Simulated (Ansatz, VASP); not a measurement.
# Two plane-wave programs on Pt

```
Pt
1.0
    -0.01961    1.96090    1.96090
     1.96090   -0.01961    1.96090
     1.94129    1.94129    0.00000
Pt
1
Direct
  0.00000 0.00000 0.00000
```

Alike in both runs: functional PBE; k mesh 10 × 10 × 10; occupations fermi-dirac, width 0.05 eV; no spin polarisation.

|  | VASP | Ansatz |
| --- | --- | --- |
| version | VASP 6.6.1 | Ansatz 0.2.0 |
| potentials or method | VASP PAW PBE potentials, release 64 (Pt) | Ansatz PAW |
| plane-wave cutoff (eV) | 500 | 420 |
| valence electrons in the cell | 10 | 18 |
| task | single point | band structure |

```csv
,VASP,Ansatz,Ansatz less VASP
gap on the k mesh at the Fermi level (eV),none,none,-
pressure (GPa),9.9,10.4,+0.53
"traceless stress, the component that is largest in VASP (GPa)",1.85,1.85,-0.006
```

A gap of «none» marks a metal or a gap that the smearing closes. With one functional, cell and mesh, what is left measures potentials, basis and numerics. VASP's potentials hold 10 valence electrons a cell and Ansatz's 18, so a difference there can come from the potentials and not from the codes.

Neither program's run includes spin-orbit coupling.
